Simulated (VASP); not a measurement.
# ZrTi3N4 (Pm-3m) in VASP: relaxation of cell and atoms with PBE

Aim: the relaxation of cell and atoms of ZrTi3N4 with PBE.

Everything below comes from runs of VASP 6.6.1. Logs are shortened: lines on timing, memory, paths and dates and some standing lists are left out, and cuts for length are marked.

## 1. The cell of the first run

It takes space group Pm-3m (No. 221, cubic). The conventional cell has a = 4.356 Å, b = 4.356 Å, c = 4.356 Å, α = 90.00°, β = 90.00°, γ = 90.00°. Zr (site symmetry m-3m) has 6 N at 2.18 Å within 2.9 Å. Within 2.9 Å of Ti (site symmetry 4/mmm) lie 6 N at 2.18 Å. N (site symmetry 4/mmm) has 2 Zr at 2.18 Å and 4 Ti at 2.18 Å within 2.9 Å. N (site symmetry m-3m) has 6 Ti at 2.18 Å within 2.9 Å.

## 2. Relaxation of cell and atoms, PBE

File INCAR:

```
SYSTEM = ZrTi3N4
PREC = Accurate
ENCUT = 600
EDIFF = 1E-6
ISMEAR = 0
SIGMA = 0.1
LREAL = .FALSE.
LASPH = .TRUE.
NELM = 100
ALGO = Normal
ISIF = 3
LWAVE = .FALSE.
LCHARG = .FALSE.
GGA = PE
IBRION = 2
NSW = 100
EDIFFG = -0.01
```

File KPOINTS:

```
Automatic mesh
0
G
  10 10 10
  0 0 0
```

File POSCAR:

```
ZrTi3N4
1.0
    4.3558845308      0.0000000000      0.0000000000
    0.0000000000      4.3558845308      0.0000000000
    0.0000000000      0.0000000000      4.3558845308
Zr Ti N
1 3 4
Direct
    0.5000000000      0.5000000000      0.5000000000
    0.0000000000      0.0000000000      0.5000000000
    0.5000000000      0.0000000000      0.0000000000
    0.0000000000      0.5000000000      0.0000000000
    0.5000000000      0.5000000000      0.0000000000
    0.0000000000      0.5000000000      0.5000000000
    0.5000000000      0.0000000000      0.5000000000
    0.0000000000      0.0000000000      0.0000000000
```

Potentials or basis: VASP PAW PBE potentials, release 64 (Zr_sv, Ti_sv, N).

Started as:

```bash
cat potpaw_PBE.64/Zr_sv/POTCAR potpaw_PBE.64/Ti_sv/POTCAR potpaw_PBE.64/N/POTCAR > POTCAR
mpirun -np 1 vasp_std > vasp.out
```

OUTCAR:

```text
SYSTEM = ZrTi3N4
   PREC = Accurate
   ENCUT = 600
   EDIFF = 1E-6
   ISMEAR = 0
   LREAL = .FALSE.
   LASPH = .TRUE.
   NELM = 100
   ISIF = 3
   GGA = PE
   IBRION = 2
   NSW = 100
   EDIFFG = -0.01

 ion  position               nearest neighbor table
   1  0.500  0.500  0.500-   5 2.18   6 2.18   7 2.18   5 2.18   7 2.18   6 2.18   3 3.08   4 3.08
                             2 3.08   2 3.08   3 3.08   3 3.08   3 3.08   2 3.08   4 3.08   4 3.08
   2  0.000  0.000  0.500-   6 2.18   7 2.18   8 2.18   8 2.18   6 2.18   7 2.18   1 3.08   1 3.08
                             1 3.08   1 3.08
   3  0.500  0.000  0.000-   5 2.18   7 2.18   8 2.18   7 2.18   5 2.18   8 2.18   1 3.08   1 3.08
                             1 3.08   1 3.08
   4  0.000  0.500  0.000-   5 2.18   6 2.18   8 2.18   6 2.18   8 2.18   5 2.18   1 3.08   1 3.08
                             1 3.08   1 3.08
   5  0.500  0.500  0.000-   1 2.18   3 2.18   4 2.18   1 2.18   3 2.18   4 2.18
   6  0.000  0.500  0.500-   1 2.18   2 2.18   4 2.18   4 2.18   2 2.18   1 2.18
   7  0.500  0.000  0.500-   1 2.18   2 2.18   3 2.18   3 2.18   1 2.18   2 2.18
   8  0.000  0.000  0.000-   2 2.18   3 2.18   4 2.18   2 2.18   4 2.18   3 2.18

  LATTYP: Found a simple cubic cell.
 ALAT       =     4.3558845308

  Lattice vectors:

 A1 = (   4.3558845308,   0.0000000000,   0.0000000000)
 A2 = (   0.0000000000,   4.3558845308,   0.0000000000)
 A3 = (   0.0000000000,   0.0000000000,   4.3558845308)

Analysis of symmetry for initial positions (statically):
=====================================================================
 Subroutine PRICEL returns:
 Original cell was already a primitive cell.

 Routine SETGRP: Setting up the symmetry group for a
 simple cubic supercell.

 Subroutine GETGRP returns: Found 48 space group operations
 (whereof 48 operations were pure point group operations)
 out of a pool of 48 trial point group operations.

The static configuration has the point symmetry O_h .

Analysis of symmetry for dynamics (positions and initial velocities):
=====================================================================
 Subroutine PRICEL returns:
 Original cell was already a primitive cell.

 Routine SETGRP: Setting up the symmetry group for a
 simple cubic supercell.

 Subroutine GETGRP returns: Found 48 space group operations
 (whereof 48 operations were pure point group operations)
 out of a pool of 48 trial point group operations.

The dynamic configuration has the point symmetry O_h .

 Subroutine INISYM returns: Found 48 space group operations
 (whereof 48 operations are pure point group operations),
 and found     1 'primitive' translations

----------------------------------------------------------------------------------------

                                     Primitive cell

  volume of cell :      82.6474

  direct lattice vectors                    reciprocal lattice vectors
     4.355884531  0.000000000  0.000000000     0.229574497  0.000000000  0.000000000
     0.000000000  4.355884531  0.000000000     0.000000000  0.229574497  0.000000000
     0.000000000  0.000000000  4.355884531     0.000000000  0.000000000  0.229574497

  length of vectors
     4.355884531  4.355884531  4.355884531     0.229574497  0.229574497  0.229574497

  position of ions in fractional coordinates (direct lattice)
     0.500000000  0.500000000  0.500000000
     0.000000000  0.000000000  0.500000000
     0.500000000  0.000000000  0.000000000
     0.000000000  0.500000000  0.000000000
     0.500000000  0.500000000  0.000000000
     0.000000000  0.500000000  0.500000000
     0.500000000  0.000000000  0.500000000
     0.000000000  0.000000000  0.000000000

  ion indices of the primitive-cell ions
   primitive index   ion index
                 1           1
                 2           2
                 3           3
                 4           4
                 5           5
                 6           6
                 7           7
                 8           8

----------------------------------------------------------------------------------------

 KPOINTS: Automatic mesh

Automatic generation of k-mesh.
 Grid dimensions read from file:
 generate k-points for:   10   10   10

 Generating k-lattice:

  Cartesian coordinates                     Fractional coordinates (reciprocal lattice)
     0.022957450  0.000000000  0.000000000     0.100000000  0.000000000  0.000000000
     0.000000000  0.022957450  0.000000000     0.000000000  0.100000000  0.000000000
     0.000000000  0.000000000  0.022957450     0.000000000  0.000000000  0.100000000

  Length of vectors
     0.022957450  0.022957450  0.022957450

  Shift w.r.t. Gamma in fractional coordinates (k-lattice)
     0.000000000  0.000000000  0.000000000

 Subroutine IBZKPT returns following result:
 ===========================================

 Found     56 irreducible k-points:

 Following reciprocal coordinates:
            Coordinates               Weight
  0.000000  0.000000  0.000000      1.000000
  0.100000  0.000000  0.000000      6.000000
  0.200000  0.000000  0.000000      6.000000
  0.300000  0.000000  0.000000      6.000000
  0.400000  0.000000  0.000000      6.000000
  0.500000  0.000000  0.000000      3.000000
[... 16 lines left out ...]
  0.200000  0.100000  0.100000     24.000000
  0.300000  0.100000  0.100000     24.000000
 [... further k-points ...]
   k-points           NKPTS =     56   k-points in BZ     NKDIM =     56   number of bands    NBANDS=     40
   number of dos      NEDOS =    301   number of ions     NIONS =      8
   total plane-waves  NPLWV =  46656
   dimension x,y,z NGX =    36 NGY =   36 NGZ =   36
   dimension x,y,z NGXF=    72 NGYF=   72 NGZF=   72
   ions per type =               1   3   4
   NGX,Y,Z   is equivalent  to a cutoff of  13.74, 13.74, 13.74 a.u.
   NGXF,Y,Z  is equivalent  to a cutoff of  27.48, 27.48, 27.48 a.u.
 SYSTEM =  ZrTi3N4
   PREC   = accura    normal or accurate (medium, high low for compatibility)
   ISTART =      0    job   : 0-new  1-cont  2-samecut
   ICHARG =      2    charge: 1-file 2-atom 10-const
   ISPIN  =      1    spin polarized calculation?
   LNONCOLLINEAR =      F non collinear calculations
   LSORBIT =      F    spin-orbit coupling
   LASPH  =      T    aspherical Exc in radial PAW
   ENCUT  =  600.0 eV  44.10 Ry    6.64 a.u.   8.70  8.70  8.70*2*pi/ulx,y,z
   NELM   =    100;   NELMIN=  2; NELMDL= -5     # of ELM steps
   EDIFF  = 0.1E-05   stopping-criterion for ELM
   LREAL  =      F    real-space projection
   EDIFFG = -.1E-01   stopping-criterion for IOM
   NSW    =    100    number of steps for IOM
   IBRION =      2    ionic relax: 0-MD 1-quasi-New 2-CG
   NFREE  =      1    steps in history (QN), initial steepest desc. (CG)
   ISIF   =      3    stress and relaxation
   ISYM   =      2    0-nonsym 1-usesym 2-fastsym
   POTIM  = 0.5000    time-step for ionic-motion
   TEBEG  =    0.0;   TEEND  =   0.0 temperature during run
   PSTRESS=    0.0 pullay stress
   NELECT =      68.0000    total number of electrons
   NUPDOWN=      -1.0000    fix difference up-down
   EMIN   =  10.00;   EMAX   =-10.00  energy-range for DOS
   EFERMI =   0.00;   METHOD = LEGACY
   ISMEAR =     0;   SIGMA  =   0.10  broadening in eV -4-tet -1-fermi 0-gaus
   EFERMI_NEDOS =   21; number of points for ismear=-14 and -15
   IALGO  =     38    algorithm
   IMIX   =      4    mixing-type and parameters
     AMIX     =   0.40;   BMIX     =  1.00
     AMIX_MAG =   1.60;   BMIX_MAG =  1.00
  volume/ion in A,a.u.               =      10.33        69.72
  Fermi-wavevector in a.u.,A,eV,Ry     =   1.534033  2.898903 32.018020  2.353258
  Thomas-Fermi vector in A             =   2.641018
   LORBIT       =      0    0 simple, 1 ext, 2 COOP (PROOUT), +10 PAW based schemes
   GGA     = PE    functional components
   LHFCALC =     F    Hartree Fock is set to
   AEXX    =    0.0000 exact exchange contribution
   IVDW    =     0    specifies the selected vdW correction
   LEPSILON=     F    determine dielectric tensor
   LRPA    =     F    only Hartree local field effects (RPA)
 conjugate gradient relaxation of ions
 non-spin polarized calculation
 Gauss-broadening in eV      SIGMA  =   0.10
  energy-cutoff  :      600.00
  volume of cell :       82.65
 maximum number of plane-waves:      2800
 NGX is ok and might be reduce to    36
   NGX = 17   NGY = 17   NGZ = 17

--------------------------------------- Ionic step        1  -------------------------------------------

 number of electron      68.0000013 magnetization

 Free energy of the ion-electron system (eV)
  ---------------------------------------------------
  ext. energy  EPLUGINS =         0.00000000
  ---------------------------------------------------
  free energy    TOTEN  =       -78.79246472 eV

  energy without entropy =      -78.77451974  energy(sigma->0) =      -78.78349223

------------------------ aborting loop because EDIFF is reached ----------------------------------------

  FORCE on cell =-STRESS in cart. coord.  units (eV):
  Direction    XX          YY          ZZ          XY          YZ          ZX
  --------------------------------------------------------------------------------------
  -------------------------------------------------------------------------------------
  Total        0.1652354      0.1652354      0.1652354      0.0000000     -0.0000000      0.0000000
  in kB        3.2032033      3.2032033      3.2032033      0.0000000     -0.0000000      0.0000000
  external PRESSURE =       3.2032033 kB  Pullay stress =       0.0000000 kB
[... 69 lines left out ...]
  energy  without entropy=      -78.7743516622  energy(sigma->0) =      -78.78335728

--------------------------------------- Ionic step        3  -------------------------------------------

 number of electron      68.0000013 magnetization

 Free energy of the ion-electron system (eV)
  ---------------------------------------------------
  ext. energy  EPLUGINS =         0.00000000
  ---------------------------------------------------
  free energy    TOTEN  =       -78.79256815 eV

  energy without entropy =      -78.77459402  energy(sigma->0) =      -78.78358108

 E-fermi :  11.3627     XC(G=0): -12.7655

 val. band max:       11.3459331286   @ k =   0.3000   0.2000   0.2000
 cond. band min:      11.3855264963   @ k =   0.2000   0.2000   0.1000
 fundamental gap:      0.0395933677
 Fermi energy:        11.3627314745

 k-point     1 :       0.0000    0.0000    0.0000
  band No.  band energies     occupation
      1     -46.5965      2.00000
      2     -46.5286      2.00000
      3     -46.5286      2.00000
      4     -37.6455      2.00000
      5     -23.0022      2.00000
      6     -23.0022      2.00000
[... 1021 lines left out ...]
     39      12.7623      0.00000
     40      13.0260      0.00000

 [... further k-points ...]
[... 5 lines left out ...]
  --------------------------------------------------------------------------------------
  -------------------------------------------------------------------------------------
  Total       -0.0013200     -0.0013200     -0.0013200      0.0000000     -0.0000000      0.0000000
  in kB       -0.0255571     -0.0255571     -0.0255571      0.0000000     -0.0000000      0.0000000
  external PRESSURE =      -0.0255571 kB  Pullay stress =       0.0000000 kB
[... 23 lines left out ...]
  FREE ENERGIE OF THE ION-ELECTRON SYSTEM (eV)
  ---------------------------------------------------
  free  energy   TOTEN  =       -78.7925681529 eV

  energy  without entropy=      -78.7745940165  energy(sigma->0) =      -78.78358108

 reached required accuracy - stopping structural energy minimisation
```

Run time: 4.2 min. Hardware: 1 thread of Intel Xeon 6975P-C (Granite Rapids), shared host; peak memory 0.35 GiB.

Results:

```
Free energy                           : -78.7926 eV
Relaxed volume                        : 10.34 Å³/atom
Relaxed cell                          : a = 4.358 Å, b = 4.358 Å, c = 4.358 Å, α = 90.00°, β = 90.00°, γ = 90.00°
Space group after relaxing (to 0.1 Å) : Pm-3m (No. 221)
Energy gained by relaxing             : 0.0 meV/atom
Ionic steps                           : 3
Pressure after relaxing               : 0.0 GPa
Band gap on the k mesh                : zero (bands 34 and 35 overlap by 3.73 eV)
```

The path:
| step | energy change (eV) | largest force (eV/Å) | pressure (GPa) | volume (Å³) |
| --- | --- | --- | --- | --- |
| 1 | 0.0000 | 0.0000 | 0.32 | 82.65 |
| 2 | 0.0001 | 0.0000 | -0.45 | 82.89 |
| 3 | -0.0001 | 0.0000 | 0.00 | 82.75 |

Final structure:
```xyz
8
Lattice="4.3577 0.0000 0.0000 0.0000 4.3577 0.0000 0.0000 0.0000 4.3577" Properties=species:S:1:pos:R:3 pbc="T T T"
Zr    2.1788    2.1788    2.1788
Ti    0.0000    0.0000    2.1788
Ti    2.1788    0.0000    0.0000
Ti    0.0000    2.1788    0.0000
N     2.1788    2.1788    0.0000
N     0.0000    2.1788    2.1788
N     2.1788    0.0000    2.1788
N     0.0000    0.0000    0.0000
```

The gap in the log of VASP goes by the Fermi energy; the results here count the filled bands.